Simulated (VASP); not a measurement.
# CsPPb (P4/nmm) in VASP: relaxation of cell and atoms with PBEsol

Aim: the relaxation of cell and atoms of CsPPb with PBEsol.

All numbers are computed with VASP 6.6.1; they aren't measurements. Logs are shortened: lines on timing, memory, paths and dates and some standing lists are left out, and cuts for length are marked.

## 1. The cell of the first run

Symmetry: P4/nmm, No. 129, tetragonal system. Conventional cell: a = 5.112 Å, b = 5.112 Å, c = 9.023 Å, α = 90.00°, β = 90.00°, γ = 90.00°. Cs (site symmetry 4mm) has 4 Pb at 3.10 Å and 5 P at 3.89 to 4.06 Å within 4.1 Å. P (site symmetry 4mm) has 6 Cs at 3.89 to 4.96 Å and 4 Pb at 4.10 Å and 8 P at 4.46 to 5.11 Å within 5.2 Å. Within 4.1 Å of Pb (site symmetry -4m2) lie 4 Cs at 3.10 Å and 4 Pb at 3.61 Å and 4 P at 4.10 Å.

## 2. Relaxation of cell and atoms, PBEsol

Contents of INCAR:

```
PREC     = Accurate       # precision mode
ENCUT    = 600            # plane-wave cutoff, eV
EDIFF    = 1E-7           # SCF threshold, eV
ISMEAR   = -1             # smearing method
SIGMA    = 0.03           # smearing width, eV
LREAL    = False          # projectors in reciprocal space
LASPH    = True           # aspherical terms in the spheres
NELM     = 80             # most SCF steps
ALGO     = Normal         # electronic algorithm
ISIF     = 3              # what is computed and relaxed
LWAVE    = False          # write WAVECAR
LCHARG   = False          # write CHGCAR
GGA      = PS             # functional
IBRION   = 2              # ionic algorithm
NSW      = 100            # ionic steps
EDIFFG   = -0.01          # ionic threshold
```

Contents of KPOINTS:

```
Automatic mesh
0
Gamma
  4 4 2
```

Contents of POSCAR:

```
CsPPb
1.0
    5.1115401500      0.0000000000      0.0000000000
    0.0000000000      5.1115401500      0.0000000000
    0.0000000000      0.0000000000      9.0227352600
Cs P Pb
2 2 2
Direct
    0.0000000000      0.5000000000      0.8048321900
    0.5000000000      0.0000000000      0.1951678100
    0.5000000000      0.0000000000      0.6450958200
    0.0000000000      0.5000000000      0.3549041800
    0.5000000000      0.5000000000      0.0000000000
    0.0000000000      0.0000000000      0.0000000000
```

Potentials or basis: VASP PAW PBE potentials, release 64 (Cs_sv, P, Pb_d).

Command:

```sh
cat potpaw_PBE.64/Cs_sv/POTCAR potpaw_PBE.64/P/POTCAR potpaw_PBE.64/Pb_d/POTCAR > POTCAR
mpirun -np 1 vasp_std > vasp.out
```

OUTCAR:

```text
PREC = Accurate
   ENCUT = 600
   EDIFF = 1E-7
   ISMEAR = -1
   LREAL = False
   LASPH = True
   NELM = 80
   ISIF = 3
   GGA = PS
   IBRION = 2
   NSW = 100
   EDIFFG = -0.01

 ion  position               nearest neighbor table
   1  0.000  0.500  0.805-   5 3.10   6 3.10   6 3.10   5 3.10
   2  0.500  0.000  0.195-   5 3.10   6 3.10   5 3.10   6 3.10
   3  0.500  0.000  0.645-
   4  0.000  0.500  0.355-
   5  0.500  0.500  0.000-   1 3.10   2 3.10   2 3.10   1 3.10   6 3.61   6 3.61   6 3.61   6 3.61

   6  0.000  0.000  0.000-   1 3.10   2 3.10   1 3.10   2 3.10   5 3.61   5 3.61   5 3.61   5 3.61

  LATTYP: Found a simple tetragonal cell.
 ALAT       =     5.1115401500
 C/A-ratio  =     1.7651695957

  Lattice vectors:

 A1 = (   5.1115401500,   0.0000000000,   0.0000000000)
 A2 = (   0.0000000000,   5.1115401500,   0.0000000000)
 A3 = (   0.0000000000,   0.0000000000,   9.0227352600)

Analysis of symmetry for initial positions (statically):
=====================================================================
 Subroutine PRICEL returns:
 Original cell was already a primitive cell.

 Routine SETGRP: Setting up the symmetry group for a
 simple tetragonal supercell.

 Subroutine GETGRP returns: Found 16 space group operations
 (whereof  8 operations were pure point group operations)
 out of a pool of 16 trial point group operations.

The static configuration has the point symmetry D_2d.
 The point group associated with its full space group is D_4h.

Analysis of symmetry for dynamics (positions and initial velocities):
=====================================================================
 Subroutine PRICEL returns:
 Original cell was already a primitive cell.

 Routine SETGRP: Setting up the symmetry group for a
 simple tetragonal supercell.

 Subroutine GETGRP returns: Found 16 space group operations
 (whereof  8 operations were pure point group operations)
 out of a pool of 16 trial point group operations.

The dynamic configuration has the point symmetry D_2d.
 The point group associated with its full space group is D_4h.

 Subroutine INISYM returns: Found 16 space group operations
 (whereof  8 operations are pure point group operations),
 and found     1 'primitive' translations

----------------------------------------------------------------------------------------

                                     Primitive cell

  volume of cell :     235.7446

  direct lattice vectors                    reciprocal lattice vectors
     5.111540150  0.000000000  0.000000000     0.195635752  0.000000000  0.000000000
     0.000000000  5.111540150  0.000000000     0.000000000  0.195635752  0.000000000
     0.000000000  0.000000000  9.022735260     0.000000000  0.000000000  0.110831136

  length of vectors
     5.111540150  5.111540150  9.022735260     0.195635752  0.195635752  0.110831136

  position of ions in fractional coordinates (direct lattice)
     0.000000000  0.500000000  0.804832190
     0.500000000  0.000000000  0.195167810
     0.500000000  0.000000000  0.645095820
     0.000000000  0.500000000  0.354904180
     0.500000000  0.500000000  0.000000000
     0.000000000  0.000000000  0.000000000

  ion indices of the primitive-cell ions
   primitive index   ion index
                 1           1
                 2           2
                 3           3
                 4           4
                 5           5
                 6           6

----------------------------------------------------------------------------------------

 KPOINTS: Automatic mesh

Automatic generation of k-mesh.
 Grid dimensions read from file:
 generate k-points for:    4    4    2

 Generating k-lattice:

  Cartesian coordinates                     Fractional coordinates (reciprocal lattice)
     0.048908938  0.000000000  0.000000000     0.250000000  0.000000000  0.000000000
     0.000000000  0.048908938  0.000000000     0.000000000  0.250000000  0.000000000
     0.000000000  0.000000000  0.055415568     0.000000000  0.000000000  0.500000000

  Length of vectors
     0.048908938  0.048908938  0.055415568

  Shift w.r.t. Gamma in fractional coordinates (k-lattice)
     0.000000000  0.000000000  0.000000000

 Subroutine IBZKPT returns following result:
 ===========================================

 Found     12 irreducible k-points:

 Following reciprocal coordinates:
            Coordinates               Weight
  0.000000  0.000000  0.000000      1.000000
  0.250000  0.000000  0.000000      4.000000
  0.500000  0.000000  0.000000      2.000000
  0.250000  0.250000  0.000000      4.000000
  0.500000  0.250000  0.000000      4.000000
  0.500000  0.500000  0.000000      1.000000
  0.000000  0.000000  0.500000      1.000000
  0.250000  0.000000  0.500000      4.000000
  0.500000  0.000000  0.500000      2.000000
  0.250000  0.250000  0.500000      4.000000
  0.500000  0.250000  0.500000      4.000000
  0.500000  0.500000  0.500000      1.000000
   k-points           NKPTS =     12   k-points in BZ     NKDIM =     12   number of bands    NBANDS=     33
   number of dos      NEDOS =    301   number of ions     NIONS =      6
   total plane-waves  NPLWV = 127008
   dimension x,y,z NGX =    42 NGY =   42 NGZ =   72
   dimension x,y,z NGXF=    84 NGYF=   84 NGZF=  144
   ions per type =               2   2   2
   NGX,Y,Z   is equivalent  to a cutoff of  13.66, 13.66, 13.27 a.u.
   NGXF,Y,Z  is equivalent  to a cutoff of  27.32, 27.32, 26.53 a.u.
 SYSTEM =  unknown system
   PREC   = accura    normal or accurate (medium, high low for compatibility)
   ISTART =      0    job   : 0-new  1-cont  2-samecut
   ICHARG =      2    charge: 1-file 2-atom 10-const
   ISPIN  =      1    spin polarized calculation?
   LNONCOLLINEAR =      F non collinear calculations
   LSORBIT =      F    spin-orbit coupling
   LASPH  =      T    aspherical Exc in radial PAW
   ENCUT  =  600.0 eV  44.10 Ry    6.64 a.u.  10.21 10.21 18.02*2*pi/ulx,y,z
   NELM   =     80;   NELMIN=  2; NELMDL= -5     # of ELM steps
   EDIFF  = 0.1E-06   stopping-criterion for ELM
   LREAL  =      F    real-space projection
   EDIFFG = -.1E-01   stopping-criterion for IOM
   NSW    =    100    number of steps for IOM
   IBRION =      2    ionic relax: 0-MD 1-quasi-New 2-CG
   NFREE  =      1    steps in history (QN), initial steepest desc. (CG)
   ISIF   =      3    stress and relaxation
   ISYM   =      2    0-nonsym 1-usesym 2-fastsym
   POTIM  = 0.5000    time-step for ionic-motion
   TEBEG  =    0.0;   TEEND  =   0.0 temperature during run
   PSTRESS=    0.0 pullay stress
   NELECT =      56.0000    total number of electrons
   NUPDOWN=      -1.0000    fix difference up-down
   EMIN   =  10.00;   EMAX   =-10.00  energy-range for DOS
   EFERMI =   0.00;   METHOD = LEGACY
   ISMEAR =    -1;   SIGMA  =   0.03  broadening in eV -4-tet -1-fermi 0-gaus
   EFERMI_NEDOS =   21; number of points for ismear=-14 and -15
   IALGO  =     38    algorithm
   IMIX   =      4    mixing-type and parameters
     AMIX     =   0.40;   BMIX     =  1.00
     AMIX_MAG =   1.60;   BMIX_MAG =  1.00
  volume/ion in A,a.u.               =      39.29       265.15
  Fermi-wavevector in a.u.,A,eV,Ry     =   1.013889  1.915972 13.986383  1.027970
  Thomas-Fermi vector in A             =   2.147084
   LORBIT       =      0    0 simple, 1 ext, 2 COOP (PROOUT), +10 PAW based schemes
   GGA     = PS    functional components
   LHFCALC =     F    Hartree Fock is set to
   AEXX    =    0.0000 exact exchange contribution
   IVDW    =     0    specifies the selected vdW correction
   LEPSILON=     F    determine dielectric tensor
   LRPA    =     F    only Hartree local field effects (RPA)
 conjugate gradient relaxation of ions
 non-spin polarized calculation
  energy-cutoff  :      600.00
  volume of cell :      235.74
 maximum number of plane-waves:      7932
 NGX is ok and might be reduce to    42
   NGX = 21   NGY = 21   NGZ = 37

--------------------------------------- Ionic step        1  -------------------------------------------

 number of electron      56.0000003 magnetization

 Free energy of the ion-electron system (eV)
  ---------------------------------------------------
  ext. energy  EPLUGINS =         0.00000000
  ---------------------------------------------------
  free energy    TOTEN  =       -12.91633420 eV

  energy without entropy =      -12.88296860  energy(sigma->0) =      -12.89965140

------------------------ aborting loop because EDIFF is reached ----------------------------------------

  FORCE on cell =-STRESS in cart. coord.  units (eV):
  Direction    XX          YY          ZZ          XY          YZ          ZX
  --------------------------------------------------------------------------------------
  -------------------------------------------------------------------------------------
  Total        5.5841907      5.5841907     -0.0300396      0.0000000      0.0000000     -0.0000000
  in kB       37.9515095     37.9515095     -0.2041565      0.0000000      0.0000000     -0.0000000
  external PRESSURE =      25.2329542 kB  Pullay stress =       0.0000000 kB
[... 101 lines left out ...]
  FREE ENERGIE OF THE ION-ELECTRON SYSTEM (eV)
  ---------------------------------------------------
  free  energy   TOTEN  =       -15.2186461917 eV

  energy  without entropy=      -15.1984045335  energy(sigma->0) =      -15.20852536

 E-fermi :   5.0055     XC(G=0):  -9.2076

 val. band max:        4.8447186407   @ k =   0.0000   0.0000   0.0000
 cond. band min:       5.0247426173   @ k =   0.0000   0.0000   0.5000
 fundamental gap:      0.1800239765
 Fermi energy:         5.0055298060

 k-point     1 :       0.0000    0.0000    0.0000
  band No.  band energies     occupation
      1     -18.0085      2.00000
      2     -17.8696      2.00000
      3     -12.3693      2.00000
      4     -12.3385      2.00000
      5     -12.2535      2.00000
      6     -12.2454      2.00000
[... 421 lines left out ...]
     32       6.9317      0.00000
     33       8.8833      0.00000

[... ionic steps 4 to 26 ...]

--------------------------------------- Ionic step       27  -------------------------------------------

 number of electron      55.9999998 magnetization

------------------------ aborting loop because EDIFF is reached ----------------------------------------

  FORCE on cell =-STRESS in cart. coord.  units (eV):
  Direction    XX          YY          ZZ          XY          YZ          ZX
  --------------------------------------------------------------------------------------
  -------------------------------------------------------------------------------------
  Total       -0.0043957     -0.0043957     -0.0330429      0.0000000     -0.0000000      0.0000000
  in kB       -0.0339025     -0.0339025     -0.2548458      0.0000000     -0.0000000      0.0000000
  external PRESSURE =      -0.1075502 kB  Pullay stress =       0.0000000 kB
[... 65 lines left out ...]
  energy  without entropy=      -22.3112065512  energy(sigma->0) =      -22.31382917

--------------------------------------- Ionic step       29  -------------------------------------------

 number of electron      55.9999998 magnetization

 Free energy of the ion-electron system (eV)
  ---------------------------------------------------
  ext. energy  EPLUGINS =         0.00000000
  ---------------------------------------------------
  free energy    TOTEN  =       -22.31656491 eV

  energy without entropy =      -22.31127852  energy(sigma->0) =      -22.31392172

 E-fermi :   4.4750     XC(G=0):  -8.8892

 val. band max:        4.4104572112   @ k =   0.0000   0.0000   0.0000
 cond. band min:       4.5038248201   @ k =   0.2500   0.0000   0.0000
 fundamental gap:      0.0933676088
 Fermi energy:         4.4750082203

 k-point     1 :       0.0000    0.0000    0.0000
  band No.  band energies     occupation
      1     -18.5683      2.00000
      2     -18.4749      2.00000
      3     -12.6982      2.00000
      4     -12.6891      2.00000
      5     -12.6174      2.00000
      6     -12.6078      2.00000
[... 454 lines left out ...]
  FREE ENERGIE OF THE ION-ELECTRON SYSTEM (eV)
  ---------------------------------------------------
  free  energy   TOTEN  =       -22.3165649064 eV

  energy  without entropy=      -22.3112785240  energy(sigma->0) =      -22.31392172

 reached required accuracy - stopping structural energy minimisation
```

Run time: 19 min. Hardware: 1 thread of AMD EPYC 9R45 (Zen 5), shared host; peak memory 0.42 GiB.

What came out:

```yaml
Free_energy: -22.3166 eV
Relaxed_volume: 34.61 Å³/atom
Relaxed_cell: a = 5.150 Å, b = 5.150 Å, c = 7.830 Å, α = 90.00°, β = 90.00°, γ = 90.00°
Space_group_after_relaxing_to_0.1_Å: P4/nmm (No. 129)
Energy_gained_by_relaxing: 1566.7 meV/atom
Ionic_steps: 29
Pressure_after_relaxing: 0.0 GPa
Largest_force_after_relaxing: 0.007 eV/Å
Band_gap_on_the_k_mesh: zero (bands 28 and 29 overlap by 0.90 eV)
```

Forces in eV/Å, atoms in the order of the input:
```
Cs   0.000  0.000 -0.007
Cs   0.000  0.000  0.007
P    0.000  0.000 -0.004
P    0.000  0.000  0.004
Pb   0.000  0.000  0.000
Pb   0.000  0.000  0.000
```

The path:
```tsv
step	energy change (eV)	largest force (eV/Å)	pressure (GPa)	volume (Å³)
1	0.0000	3.9242	2.52	235.74
2	-1.5711	2.3987	-1.05	257.33
3	-2.3023	1.5752	-2.83	279.57
4	-2.5402	1.7150	-3.97	326.82
5	-4.1057	2.1975	-4.17	293.92
6	-3.7136	7.1733	5.38	205.25
7	-5.1453	3.0048	-3.17	258.79
8	-5.0857	5.1674	1.04	221.78
9	-5.4327	3.7785	-1.82	240.69
10	-7.3853	2.9807	-0.66	212.73
11	-8.6401	1.2113	5.15	177.49
12	-9.2974	0.3486	1.38	194.80
13	-9.3683	0.1805	0.50	201.25
14	-9.3531	0.1595	-0.75	214.40
15	-9.3837	0.1119	-0.11	206.97
16	-9.3840	0.1091	-0.04	206.30
17	-9.3838	0.1065	0.02	205.71
18	-9.3855	0.0964	0.03	205.67
19	-9.3900	0.0757	0.06	205.57
20	-9.3954	0.0868	0.15	205.34
21	-9.3816	0.1863	0.44	204.83
22	-9.3958	0.0830	0.18	205.28
23	-9.3979	0.0797	-0.04	207.10
24	-9.3980	0.0788	-0.10	207.60
25	-9.3995	0.0323	-0.03	207.61
26	-9.3997	0.0327	0.01	207.61
27	-9.3999	0.0254	-0.01	207.74
28	-9.4001	0.0104	-0.06	208.00
29	-9.4002	0.0072	-0.01	207.67
```

Final structure:
```
Cs P Pb
1.0
     5.14980    0.00000    0.00000
     0.00000    5.14980    0.00000
     0.00000    0.00000    7.83041
Cs P Pb
2 2 2
Direct
  0.00000 0.50000 0.64502
  0.50000 0.00000 0.35498
  0.50000 0.00000 0.82081
  0.00000 0.50000 0.17919
  0.50000 0.50000 0.00000
  0.00000 0.00000 0.00000
```

Caveat: the PAW data sets were made with another functional, which shifts forces and pressure a little; spin-orbit coupling is left out, which moves the levels of the heavy elements.
